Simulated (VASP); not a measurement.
# SnSe (Fm-3m) in VASP: a series of runs

The runs below take SnSe through single point, with PBEsol.

Everything below comes from runs of VASP 6.6.1. Logs are shortened: lines on timing, memory, paths and dates and some standing lists are left out, and cuts for length are marked.

## Step 1: The cell of the first run

It takes space group Fm-3m (No. 225, cubic). Conventional cell: a = 5.896 Å, b = 5.896 Å, c = 5.896 Å, α = 90.00°, β = 90.00°, γ = 90.00°. Sn (site symmetry m-3m) has 6 Se at 2.95 Å within 3.9 Å. Se (site symmetry m-3m) has 6 Sn at 2.95 Å within 3.9 Å.

## Step 2: Single point, PBEsol (strained)

Contents of INCAR:

```
SYSTEM = SnSe
PREC = Accurate
ENCUT = 520
EDIFF = 1E-6
ISMEAR = 0
SIGMA = 0.02
LREAL = .False.
LASPH = .True.
NELM = 80
ALGO = Normal
ISIF = 2
LWAVE = .False.
LCHARG = .False.
GGA = PS
NBANDS = 17
```

Contents of KPOINTS:

```
regular mesh
0
Gamma
  8 8 8
  0 0 0
```

Contents of POSCAR:

```
SnSe
1.0
    0.0000000000      2.9478134000      2.9478134000
    2.9478134000      0.0000000000      2.9478134000
    2.9478134000      2.9478134000      0.0000000000
Sn Se
1 1
Direct
    0.0000000000      0.0000000000      0.0000000000
    0.5000000000      0.5000000000      0.5000000000
```

Potentials or basis: VASP PAW PBE potentials, release 64 (Sn_d, Se).

Started as:

```
$ cat potpaw_PBE.64/Sn_d/POTCAR potpaw_PBE.64/Se/POTCAR > POTCAR
$ mpirun -np 1 vasp_std > vasp.out
```

OUTCAR:

```text
SYSTEM = SnSe
   PREC = Accurate
   ENCUT = 520
   EDIFF = 1E-6
   ISMEAR = 0
   LREAL = .False.
   LASPH = .True.
   NELM = 80
   ISIF = 2
   GGA = PS

 ion  position               nearest neighbor table
   1  0.000  0.000  0.000-   2 2.95   2 2.95   2 2.95   2 2.95   2 2.95   2 2.95
   2  0.500  0.500  0.500-   1 2.95   1 2.95   1 2.95   1 2.95   1 2.95   1 2.95

  LATTYP: Found a face centered cubic cell.
 ALAT       =     5.8956268000

  Lattice vectors:

 A1 = (   0.0000000000,   2.9478134000,   2.9478134000)
 A2 = (   2.9478134000,   0.0000000000,   2.9478134000)
 A3 = (   2.9478134000,   2.9478134000,   0.0000000000)

Analysis of symmetry for initial positions (statically):
=====================================================================
 Subroutine PRICEL returns:
 Original cell was already a primitive cell.

 Routine SETGRP: Setting up the symmetry group for a
 face centered cubic supercell.

 Subroutine GETGRP returns: Found 48 space group operations
 (whereof 48 operations were pure point group operations)
 out of a pool of 48 trial point group operations.

The static configuration has the point symmetry O_h .

Analysis of symmetry for dynamics (positions and initial velocities):
=====================================================================
 Subroutine PRICEL returns:
 Original cell was already a primitive cell.

 Routine SETGRP: Setting up the symmetry group for a
 face centered cubic supercell.

 Subroutine GETGRP returns: Found 48 space group operations
 (whereof 48 operations were pure point group operations)
 out of a pool of 48 trial point group operations.

The dynamic configuration has the point symmetry O_h .

 Subroutine INISYM returns: Found 48 space group operations
 (whereof 48 operations are pure point group operations),
 and found     1 'primitive' translations

----------------------------------------------------------------------------------------

                                     Primitive cell

  volume of cell :      51.2307

  direct lattice vectors                    reciprocal lattice vectors
     0.000000000  2.947813400  2.947813400    -0.169617249  0.169617249  0.169617249
     2.947813400  0.000000000  2.947813400     0.169617249 -0.169617249  0.169617249
     2.947813400  2.947813400  0.000000000     0.169617249  0.169617249 -0.169617249

  length of vectors
     4.168837690  4.168837690  4.168837690     0.293785693  0.293785693  0.293785693

  position of ions in fractional coordinates (direct lattice)
     0.000000000  0.000000000  0.000000000
     0.500000000  0.500000000  0.500000000

  ion indices of the primitive-cell ions
   primitive index   ion index
                 1           1
                 2           2

----------------------------------------------------------------------------------------

 KPOINTS: regular mesh

Automatic generation of k-mesh.
 Grid dimensions read from file:
 generate k-points for:    8    8    8

 Generating k-lattice:

  Cartesian coordinates                     Fractional coordinates (reciprocal lattice)
    -0.021202156  0.021202156  0.021202156     0.125000000  0.000000000  0.000000000
     0.021202156 -0.021202156  0.021202156     0.000000000  0.125000000  0.000000000
     0.021202156  0.021202156 -0.021202156     0.000000000  0.000000000  0.125000000

  Length of vectors
     0.036723212  0.036723212  0.036723212

  Shift w.r.t. Gamma in fractional coordinates (k-lattice)
     0.000000000  0.000000000  0.000000000

 Subroutine IBZKPT returns following result:
 ===========================================

 Found     29 irreducible k-points:

 Following reciprocal coordinates:
            Coordinates               Weight
  0.000000  0.000000  0.000000      1.000000
  0.125000  0.000000  0.000000      8.000000
  0.250000  0.000000  0.000000      8.000000
  0.375000  0.000000  0.000000      8.000000
  0.500000  0.000000  0.000000      4.000000
  0.125000  0.125000  0.000000      6.000000
[... 16 lines left out ...]
  0.500000  0.250000  0.125000     48.000000
 -0.375000  0.250000  0.125000     24.000000
 [... further k-points ...]
   k-points           NKPTS =     29   k-points in BZ     NKDIM =     29   number of bands    NBANDS=     17
   number of dos      NEDOS =    301   number of ions     NIONS =      2
   total plane-waves  NPLWV =  32768
   dimension x,y,z NGX =    32 NGY =   32 NGZ =   32
   dimension x,y,z NGXF=    64 NGYF=   64 NGZF=   64
   ions per type =               1   1
   NGX,Y,Z   is equivalent  to a cutoff of  12.76, 12.76, 12.76 a.u.
   NGXF,Y,Z  is equivalent  to a cutoff of  25.52, 25.52, 25.52 a.u.
 SYSTEM =  SnSe
   PREC   = accura    normal or accurate (medium, high low for compatibility)
   ISTART =      0    job   : 0-new  1-cont  2-samecut
   ICHARG =      2    charge: 1-file 2-atom 10-const
   ISPIN  =      1    spin polarized calculation?
   LNONCOLLINEAR =      F non collinear calculations
   LSORBIT =      F    spin-orbit coupling
   LASPH  =      T    aspherical Exc in radial PAW
   ENCUT  =  520.0 eV  38.22 Ry    6.18 a.u.   7.75  7.75  7.75*2*pi/ulx,y,z
   NELM   =     80;   NELMIN=  2; NELMDL= -5     # of ELM steps
   EDIFF  = 0.1E-05   stopping-criterion for ELM
   LREAL  =      F    real-space projection
   EDIFFG = 0.1E-04   stopping-criterion for IOM
   NSW    =      0    number of steps for IOM
   IBRION =     -1    ionic relax: 0-MD 1-quasi-New 2-CG
   NFREE  =      0    steps in history (QN), initial steepest desc. (CG)
   ISIF   =      2    stress and relaxation
   ISYM   =      2    0-nonsym 1-usesym 2-fastsym
   POTIM  = 0.5000    time-step for ionic-motion
   TEBEG  =    0.0;   TEEND  =   0.0 temperature during run
   PSTRESS=    0.0 pullay stress
   NELECT =      20.0000    total number of electrons
   NUPDOWN=      -1.0000    fix difference up-down
   EMIN   =  10.00;   EMAX   =-10.00  energy-range for DOS
   EFERMI =   0.00;   METHOD = LEGACY
   ISMEAR =     0;   SIGMA  =   0.02  broadening in eV -4-tet -1-fermi 0-gaus
   EFERMI_NEDOS =   21; number of points for ismear=-14 and -15
   IALGO  =     38    algorithm
   IMIX   =      4    mixing-type and parameters
     AMIX     =   0.40;   BMIX     =  1.00
     AMIX_MAG =   1.60;   BMIX_MAG =  1.00
  volume/ion in A,a.u.               =      25.62       172.86
  Fermi-wavevector in a.u.,A,eV,Ry     =   1.196488  2.261034 19.477861  1.431582
  Thomas-Fermi vector in A             =   2.332427
   LORBIT       =      0    0 simple, 1 ext, 2 COOP (PROOUT), +10 PAW based schemes
   GGA     = PS    functional components
   LHFCALC =     F    Hartree Fock is set to
   AEXX    =    0.0000 exact exchange contribution
   IVDW    =     0    specifies the selected vdW correction
   LEPSILON=     F    determine dielectric tensor
   LRPA    =     F    only Hartree local field effects (RPA)
 non-spin polarized calculation
 Gauss-broadening in eV      SIGMA  =   0.02
  energy-cutoff  :      520.00
  volume of cell :       51.23
 maximum number of plane-waves:      1411
   NGX = 15   NGY = 15   NGZ = 15

 number of electron      19.9999999 magnetization

 Free energy of the ion-electron system (eV)
  ---------------------------------------------------
  ext. energy  EPLUGINS =         0.00000000
  ---------------------------------------------------
  free energy    TOTEN  =        -8.97903035 eV

  energy without entropy =       -8.97903035  energy(sigma->0) =       -8.97903035

 E-fermi :   6.1742     XC(G=0): -10.0615

 val. band max:        6.0486878455   @ k =  -0.2500   0.1250   0.0000
 cond. band min:       6.8095031191   @ k =  -0.3750   0.1250   0.0000
 fundamental gap:      0.7608152736
 Fermi energy:         6.1741563518

 k-point     1 :       0.0000    0.0000    0.0000
  band No.  band energies     occupation
      1     -15.3252      2.00000
      2     -15.3252      2.00000
      3     -15.3229      2.00000
      4     -15.3229      2.00000
      5     -15.3229      2.00000
      6      -8.1657      2.00000
[... 9 lines left out ...]
     16      11.8842      0.00000
     17      14.1215      0.00000

 k-point     2 :       0.1250    0.0000    0.0000
  band No.  band energies     occupation
      1     -15.3265      2.00000
      2     -15.3265      2.00000
      3     -15.3224      2.00000
      4     -15.3206      2.00000
      5     -15.3206      2.00000
      6      -8.0422      2.00000
[... 9 lines left out ...]
     16      12.2833      0.00000
     17      15.4140      0.00000

 k-point     3 :       0.2500    0.0000    0.0000
  band No.  band energies     occupation
      1     -15.3304      2.00000
      2     -15.3304      2.00000
      3     -15.3214      2.00000
      4     -15.3146      2.00000
      5     -15.3146      2.00000
      6      -7.7061      2.00000
[... 9 lines left out ...]
     16      13.2896      0.00000
     17      17.7820      0.00000

 k-point     4 :       0.3750    0.0000    0.0000
  band No.  band energies     occupation
      1     -15.3343      2.00000
      2     -15.3343      2.00000
      3     -15.3204      2.00000
      4     -15.3085      2.00000
      5     -15.3085      2.00000
      6      -7.2909      2.00000
[... 9 lines left out ...]
     16      14.8315      0.00000
     17      17.8773      0.00000

 k-point     5 :       0.5000    0.0000    0.0000
  band No.  band energies     occupation
      1     -15.3359      2.00000
      2     -15.3359      2.00000
      3     -15.3200      2.00000
      4     -15.3059      2.00000
      5     -15.3059      2.00000
      6      -7.0817      2.00000
[... 9 lines left out ...]
     16      16.4121      0.00000
     17      16.4684      0.00000

 k-point     6 :       0.1250    0.1250    0.0000
  band No.  band energies     occupation
      1     -15.3293      2.00000
      2     -15.3242      2.00000
      3     -15.3236      2.00000
      4     -15.3196      2.00000
      5     -15.3196      2.00000
      6      -8.0006      2.00000
[... 9 lines left out ...]
     16      13.0344      0.00000
     17      14.5761      0.00000

 k-point     7 :       0.2500    0.1250    0.0000
  band No.  band energies     occupation
      1     -15.3340      2.00000
      2     -15.3250      2.00000
      3     -15.3240      2.00000
      4     -15.3156      2.00000
      5     -15.3138      2.00000
      6      -7.7338      2.00000
[... 9 lines left out ...]
     16      14.0198      0.00000
     17      15.9609      0.00000

 k-point     8 :       0.3750    0.1250    0.0000
  band No.  band energies     occupation
      1     -15.3383      2.00000
      2     -15.3290      2.00000
      3     -15.3215      2.00000
      4     -15.3116      2.00000
      5     -15.3076      2.00000
      6      -7.3368      2.00000
[... 9 lines left out ...]
     16      15.4660      0.00000
     17      17.8229      0.00000
[... 203 lines left out ...]
      1     -15.3613      2.00000
      2     -15.3292      2.00000
      3     -15.3175      2.00000
      4     -15.3019      2.00000
      5     -15.3008      2.00000
      6      -6.7954      2.00000
[... 9 lines left out ...]
     16      17.5619      0.00000
     17      17.8339      0.00000

 k-point    20 :      -0.3750    0.3750    0.0000
  band No.  band energies     occupation
      1     -15.3556      2.00000
      2     -15.3232      2.00000
      3     -15.3220      2.00000
      4     -15.3056      2.00000
      5     -15.3025      2.00000
      6      -6.7441      2.00000
[... 9 lines left out ...]
     16      16.2312      0.00000
     17      18.7630      0.00000

 k-point    21 :       0.5000    0.5000    0.0000
  band No.  band energies     occupation
      1     -15.3663      2.00000
      2     -15.3319      2.00000
      3     -15.3150      2.00000
      4     -15.2993      2.00000
      5     -15.2993      2.00000
      6      -6.7363      2.00000
[... 9 lines left out ...]
     16      18.2939      0.00000
     17      18.9372      0.00000

 k-point    22 :       0.3750    0.2500    0.1250
  band No.  band energies     occupation
      1     -15.3394      2.00000
      2     -15.3255      2.00000
      3     -15.3238      2.00000
      4     -15.3116      2.00000
      5     -15.3097      2.00000
      6      -7.4324      2.00000
[... 9 lines left out ...]
     16      15.6879      0.00000
     17      15.8994      0.00000

 k-point    23 :       0.5000    0.2500    0.1250
  band No.  band energies     occupation
      1     -15.3431      2.00000
      2     -15.3282      2.00000
      3     -15.3202      2.00000
      4     -15.3097      2.00000
      5     -15.3063      2.00000
      6      -7.0746      2.00000
[... 9 lines left out ...]
     16      15.9470      0.00000
     17      17.4763      0.00000

 k-point    24 :      -0.3750    0.2500    0.1250
  band No.  band energies     occupation
      1     -15.3443      2.00000
      2     -15.3297      2.00000
      3     -15.3166      2.00000
      4     -15.3114      2.00000
      5     -15.3043      2.00000
      6      -6.9023      2.00000
[... 9 lines left out ...]
     16      17.0652      0.00000
     17      17.1392      0.00000

 [... further k-points ...]
[... 5 lines left out ...]
  --------------------------------------------------------------------------------------
  -------------------------------------------------------------------------------------
  Total        0.4868199      0.4868199      0.4868199      0.0000000      0.0000000     -0.0000000
  in kB       15.2247083     15.2247083     15.2247083      0.0000000      0.0000000     -0.0000000
  external PRESSURE =      15.2247083 kB  Pullay stress =       0.0000000 kB

 VOLUME and BASIS-vectors are now :
 -----------------------------------------------------------------------------
  energy-cutoff  :      520.00
  volume of cell :       51.23
      direct lattice vectors                 reciprocal lattice vectors
     0.000000000  2.947813400  2.947813400    -0.169617249  0.169617249  0.169617249
     2.947813400  0.000000000  2.947813400     0.169617249 -0.169617249  0.169617249
     2.947813400  2.947813400  0.000000000     0.169617249  0.169617249 -0.169617249

 POSITION                                       TOTAL-FORCE (eV/Angst)
 -----------------------------------------------------------------------------------
      0.00000      0.00000      0.00000         0.000000      0.000000      0.000000
      2.94781      2.94781      2.94781        -0.000000     -0.000000     -0.000000
 -----------------------------------------------------------------------------------
    total drift:                                0.000000     -0.000000     -0.000000

  FREE ENERGIE OF THE ION-ELECTRON SYSTEM (eV)
  ---------------------------------------------------
  free  energy   TOTEN  =        -8.9790303457 eV

  energy  without entropy=       -8.9790303457  energy(sigma->0) =       -8.97903035
```

Run time: 13 s. Hardware: 1 thread of Intel Xeon 6975P-C (Granite Rapids), shared host; peak memory 0.18 GiB.

What came out:

| Item | Value |
| --- | --- |
| Free energy | -8.9790 eV |
| Pressure | 1.5 GPa |
| Band gap on the k mesh | 0.76 eV (least direct gap 0.92 eV) |

Levels at points of the mesh, in eV from the valence-band top:
```csv
k point,band 6,band 7,band 8,band 9,band 10,band 11,band 12,band 13,band 14,band 15
"(0.00, 0.00, 0.00)",-14.21,-4.79,-2.26,-2.26,-2.26,4.63,4.63,4.63,5.84,5.84
"(0.50, 0.00, 0.00)",-13.13,-8.31,-2.00,-2.00,-0.02,0.92,1.28,1.28,8.41,10.36
"(0.50, 0.50, 0.00)",-12.79,-5.95,-5.84,-3.84,-3.84,2.81,5.79,5.79,6.45,10.77
```

Caveat: the cell differs from its parent crystal (strained); the PAW data sets were made with another functional, which shifts forces and pressure a little; spin-orbit coupling is left out, which moves the levels of the heavy elements. A k mesh can miss the band edges.

## Step 3: Single point, PBEsol (strained)

Contents of INCAR:

```
SYSTEM = SnSe
PREC = Accurate
ENCUT = 520
EDIFF = 1E-6
ISMEAR = 0
SIGMA = 0.02
LREAL = .FALSE.
LASPH = .TRUE.
NELM = 80
ALGO = Normal
ISIF = 2
LWAVE = .FALSE.
LCHARG = .TRUE.
GGA = PS
LELF = .TRUE.
LVHAR = .TRUE.
NBANDS = 17
```

Contents of KPOINTS:

```
regular mesh
0
G
  8 8 8
  0 0 0
```

Contents of POSCAR:

```
SnSe
1.0
    0.0000000000      2.9663851000      2.9663851000
    2.9663851000      0.0000000000      2.9663851000
    2.9663851000      2.9663851000      0.0000000000
Sn Se
1 1
Direct
    0.0000000000      0.0000000000      0.0000000000
    0.5000000000      0.5000000000      0.5000000000
```

Potentials or basis: VASP PAW PBE potentials, release 64 (Sn_d, Se).

Started as:

```
$ cat potpaw_PBE.64/Sn_d/POTCAR potpaw_PBE.64/Se/POTCAR > POTCAR
$ mpirun -np 1 vasp_std > vasp.out
```

Run time: 12 s. Hardware: 1 thread of Intel Xeon 6975P-C (Granite Rapids), shared host; peak memory 0.18 GiB.

It converged, with:

| Property | Result |
| --- | --- |
| Free energy | -8.9851 eV |
| Pressure | 0.4 GPa |
| Band gap on the k mesh | 0.76 eV (least direct gap 0.85 eV) |

Levels at points of the mesh, in eV from the valence-band top:
```
           k point  band 8  band 9  band 10  band 11  band 12  band 13
(0.00, 0.00, 0.00)   -2.19   -2.19    -2.19     4.57     4.57     4.57
(0.50, 0.00, 0.00)   -1.94   -1.94     0.00     0.85     1.30     1.30
(0.50, 0.50, 0.00)   -5.70   -3.74    -3.74     2.89     5.69     5.69
```

Caveat: the cell differs from its parent crystal (strained); the PAW data sets were made with another functional, which shifts forces and pressure a little; spin-orbit coupling is left out, which moves the levels of the heavy elements. A k mesh can miss the band edges.

(Continued in part 2 of 2.)
